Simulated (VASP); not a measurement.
# Li (Fd-3m) in VASP: single point with PBEsol

Aim: the single point of Li with PBEsol.

Program: VASP 6.6.1. These are calculated values, not measurements. Logs are shortened: lines on timing, memory, paths and dates and some standing lists are left out, and cuts for length are marked.

### Step 1. The cell of the first run

It takes space group Fd-3m (No. 227, cubic). Conventional cell: a = 5.920 Å, b = 5.920 Å, c = 5.920 Å, α = 90.00°, β = 90.00°, γ = 90.00°. Li (site symmetry -43m) has 4 Li at 2.56 Å within 3.4 Å.

### Step 2. Single point, PBEsol

INCAR

```
ALGO = Normal ; EDIFF = 1E-6
ENCUT = 520 ; GGA = PS
ISIF = 2 ; ISMEAR = -1
LASPH = T ; LCHARG = T
LELF = T ; LREAL = F
LVHAR = T ; LWAVE = F
NBANDS = 10 ; NELM = 100
PREC = Accurate ; SIGMA = 0.13605693000000002
```

KPOINTS

```
k-points
0
Gamma
  8 8 8
```

POSCAR

```
Li
1.0
    0.0000000000      2.9601393896      2.9601393896
    2.9601393896      0.0000000000      2.9601393896
    2.9601393896      2.9601393896      0.0000000000
Li
2
Direct
    0.0000000000      0.0000000000      0.0000000000
    0.2500000000      0.2500000000      0.2500000000
```

Potentials or basis: VASP PAW PBE potentials, release 64 (Li_sv).

On the command line:

```bash
> cat potpaw_PBE.64/Li_sv/POTCAR > POTCAR
> mpirun -np 1 vasp_std > vasp.out
```

OUTCAR:

```text
EDIFF = 1E-6
   ENCUT = 520
   GGA = PS
   ISIF = 2
   ISMEAR = -1
   LASPH = T
   LREAL = F
   NELM = 100
   PREC = Accurate

 ion  position               nearest neighbor table
   1  0.000  0.000  0.000-   2 2.56   2 2.56   2 2.56   2 2.56
   2  0.250  0.250  0.250-   1 2.56   1 2.56   1 2.56   1 2.56

  LATTYP: Found a face centered cubic cell.
 ALAT       =     5.9202787792

  Lattice vectors:

 A1 = (   0.0000000000,   2.9601393896,   2.9601393896)
 A2 = (   2.9601393896,   0.0000000000,   2.9601393896)
 A3 = (   2.9601393896,   2.9601393896,   0.0000000000)

Analysis of symmetry for initial positions (statically):
=====================================================================
 Subroutine PRICEL returns:
 Original cell was already a primitive cell.

 Routine SETGRP: Setting up the symmetry group for a
 face centered cubic supercell.

 Subroutine GETGRP returns: Found 48 space group operations
 (whereof 24 operations were pure point group operations)
 out of a pool of 48 trial point group operations.

The static configuration has the point symmetry T_d .
 The point group associated with its full space group is O_h .

Analysis of symmetry for dynamics (positions and initial velocities):
=====================================================================
 Subroutine PRICEL returns:
 Original cell was already a primitive cell.

 Routine SETGRP: Setting up the symmetry group for a
 face centered cubic supercell.

 Subroutine GETGRP returns: Found 48 space group operations
 (whereof 24 operations were pure point group operations)
 out of a pool of 48 trial point group operations.

The dynamic configuration has the point symmetry T_d .
 The point group associated with its full space group is O_h .

 Subroutine INISYM returns: Found 48 space group operations
 (whereof 24 operations are pure point group operations),
 and found     1 'primitive' translations

----------------------------------------------------------------------------------------

                                     Primitive cell

  volume of cell :      51.8760

  direct lattice vectors                    reciprocal lattice vectors
     0.000000000  2.960139390  2.960139390    -0.168910965  0.168910965  0.168910965
     2.960139390  0.000000000  2.960139390     0.168910965 -0.168910965  0.168910965
[... 89 lines left out ...]
   IBRION =     -1    ionic relax: 0-MD 1-quasi-New 2-CG
   NFREE  =      0    steps in history (QN), initial steepest desc. (CG)
   ISIF   =      2    stress and relaxation
   ISYM   =      2    0-nonsym 1-usesym 2-fastsym
   POTIM  = 0.5000    time-step for ionic-motion
   TEBEG  =    0.0;   TEEND  =   0.0 temperature during run
   PSTRESS=    0.0 pullay stress
   NELECT =       6.0000    total number of electrons
   NUPDOWN=      -1.0000    fix difference up-down
   EMIN   =  10.00;   EMAX   =-10.00  energy-range for DOS
   EFERMI =   0.00;   METHOD = LEGACY
   ISMEAR =    -1;   SIGMA  =   0.14  broadening in eV -4-tet -1-fermi 0-gaus
   EFERMI_NEDOS =   21; number of points for ismear=-14 and -15
   IALGO  =     38    algorithm
   IMIX   =      4    mixing-type and parameters
     AMIX     =   0.40;   BMIX     =  1.00
     AMIX_MAG =   1.60;   BMIX_MAG =  1.00
  volume/ion in A,a.u.               =      25.94       175.04
  Fermi-wavevector in a.u.,A,eV,Ry     =   0.797633  1.507308  8.656276  0.636218
  Thomas-Fermi vector in A             =   1.904388
   LORBIT       =      0    0 simple, 1 ext, 2 COOP (PROOUT), +10 PAW based schemes
   GGA     = PS    functional components
   LHFCALC =     F    Hartree Fock is set to
   AEXX    =    0.0000 exact exchange contribution
   IVDW    =     0    specifies the selected vdW correction
   LEPSILON=     F    determine dielectric tensor
   LRPA    =     F    only Hartree local field effects (RPA)
 non-spin polarized calculation
  energy-cutoff  :      520.00
  volume of cell :       51.88
 maximum number of plane-waves:      1411
   NGX = 15   NGY = 15   NGZ = 15

 number of electron       6.0000020 magnetization

 Free energy of the ion-electron system (eV)
  ---------------------------------------------------
  ext. energy  EPLUGINS =         0.00000000
  ---------------------------------------------------
  free energy    TOTEN  =        -2.92463808 eV

  energy without entropy =       -2.87571489  energy(sigma->0) =       -2.90017649

 E-fermi :   0.1417     XC(G=0):  -6.4281

 val. band max:        0.1294857148   @ k =   0.5000   0.1250   0.0000
 cond. band min:       0.1663531062   @ k =  -0.3750   0.2500   0.1250
 fundamental gap:      0.0368673914
 Fermi energy:         0.1417235415

 k-point     1 :       0.0000    0.0000    0.0000
  band No.  band energies     occupation
      1     -47.0158      2.00000
      2     -46.9389      2.00000
      3      -3.1705      2.00000
      4       5.6943      0.00000
      5       5.6943      0.00000
      6       5.6943      0.00000
      7       6.7970      0.00000
      8       6.7971      0.00000
      9       6.7971      0.00000
     10      11.4395      0.00000
[... 287 lines left out ...]
 k-point    24 :      -0.3750    0.2500    0.1250
  band No.  band energies     occupation
      1     -46.9906      2.00000
      2     -46.9635      2.00000
      3      -0.5774      1.98992
      4       0.1664      0.90973
      5       2.8831      0.00000
      6       2.9602      0.00000
      7       6.7990      0.00000
      8       8.3318      0.00000
      9      10.3342      0.00000
     10      10.9938      0.00000

 [... further k-points ...]

------------------------ aborting loop because EDIFF is reached ----------------------------------------

  FORCE on cell =-STRESS in cart. coord.  units (eV):
  Direction    XX          YY          ZZ          XY          YZ          ZX
  --------------------------------------------------------------------------------------
  -------------------------------------------------------------------------------------
  Total       -0.0345245     -0.0345245     -0.0345245     -0.0000000     -0.0000000     -0.0000000
  in kB       -1.0662808     -1.0662808     -1.0662808     -0.0000000     -0.0000000     -0.0000000
  external PRESSURE =      -1.0662808 kB  Pullay stress =       0.0000000 kB

 VOLUME and BASIS-vectors are now :
 -----------------------------------------------------------------------------
  energy-cutoff  :      520.00
  volume of cell :       51.88
      direct lattice vectors                 reciprocal lattice vectors
     0.000000000  2.960139390  2.960139390    -0.168910965  0.168910965  0.168910965
     2.960139390  0.000000000  2.960139390     0.168910965 -0.168910965  0.168910965
     2.960139390  2.960139390  0.000000000     0.168910965  0.168910965 -0.168910965

 POSITION                                       TOTAL-FORCE (eV/Angst)
 -----------------------------------------------------------------------------------
      0.00000      0.00000      0.00000         0.000000      0.000000      0.000000
      1.48007      1.48007      1.48007        -0.000000     -0.000000     -0.000000
 -----------------------------------------------------------------------------------
    total drift:                                0.000000      0.000000      0.000000

  FREE ENERGIE OF THE ION-ELECTRON SYSTEM (eV)
  ---------------------------------------------------
  free  energy   TOTEN  =        -2.9246380838 eV

  energy  without entropy=       -2.8757148887  energy(sigma->0) =       -2.90017649
```

OSZICAR:

```text
N       E                     dE             d eps       ncg     rms          rms(c)
DAV:   1     0.105899204178E+02    0.10590E+02   -0.23885E+03   580   0.533E+02
DAV:   2    -0.845633970163E+00   -0.11436E+02   -0.11343E+02   726   0.944E+01
DAV:   3    -0.287291229921E+01   -0.20273E+01   -0.20141E+01   986   0.244E+01
DAV:   4    -0.293220952978E+01   -0.59297E-01   -0.59136E-01   750   0.535E+00
DAV:   5    -0.293391320262E+01   -0.17037E-02   -0.17029E-02   838   0.749E-01    0.532E-01
DAV:   6    -0.292780433670E+01    0.61089E-02   -0.22547E-03   968   0.212E-01    0.289E-01
DAV:   7    -0.292459442369E+01    0.32099E-02   -0.56805E-03   994   0.325E-01    0.696E-02
DAV:   8    -0.292464046696E+01   -0.46043E-04   -0.67663E-04   738   0.143E-01    0.666E-03
DAV:   9    -0.292463900435E+01    0.14626E-05   -0.12186E-05   862   0.287E-02    0.189E-03
DAV:  10    -0.292463808377E+01    0.92058E-06   -0.31337E-07   430   0.521E-03
   1 F= -.29246381E+01 E0= -.29001765E+01  d E =-.489232E-01
```

stdout:

```text
POSCAR found type information on POSCAR Li
 POSCAR found :  1 types and       2 ions
 scaLAPACK will be used
 -----------------------------------------------------------------------------
|                                                                             |
|                                                                             |
|     You enforced a specific xc type in the INCAR file but a different       |
|     I HOPE YOU KNOW WHAT YOU ARE DOING!                                     |
|                                                                             |
 -----------------------------------------------------------------------------

 LDA part: xc-table for (Slater+PW92), standard interpolation
 POSCAR, INCAR and KPOINTS ok, starting setup
 FFT: planning ... GRIDC
 FFT: planning ... GRID_SOFT
 FFT: planning ... GRID
 WAVECAR not read
 entering main loop
```

Wall time 13 s (1 thread of Intel Xeon 8259CL, shared host); peak memory 0.16 GiB.

Results:

```yaml
Free_energy: -2.9246 eV
Band_gap_on_the_k_mesh: zero (band 3 reaches 0.76 eV, above the bottom of band 4 at -0.17 eV)
```

Levels at points of the mesh, in eV from the Fermi level:
| k point | band 1 | band 2 | band 3 | band 4 | band 5 | band 6 |
| --- | --- | --- | --- | --- | --- | --- |
| (0.00, 0.00, 0.00) | -47.16 | -47.08 | -3.31 | 5.55 | 5.55 | 5.55 |
| (0.50, 0.00, 0.00) | -47.14 | -47.10 | -1.19 | -0.31 | 4.20 | 4.20 |
| (0.50, 0.50, 0.00) | -47.12 | -47.12 | 0.10 | 0.10 | 2.23 | 2.23 |

Caveat: the cutoff is under 1.25 times the usual one of these potentials, so pressure, stress and relaxed cells hold a basis-set (Pulay) error; the PAW data sets were made with another functional, which shifts forces and pressure a little.
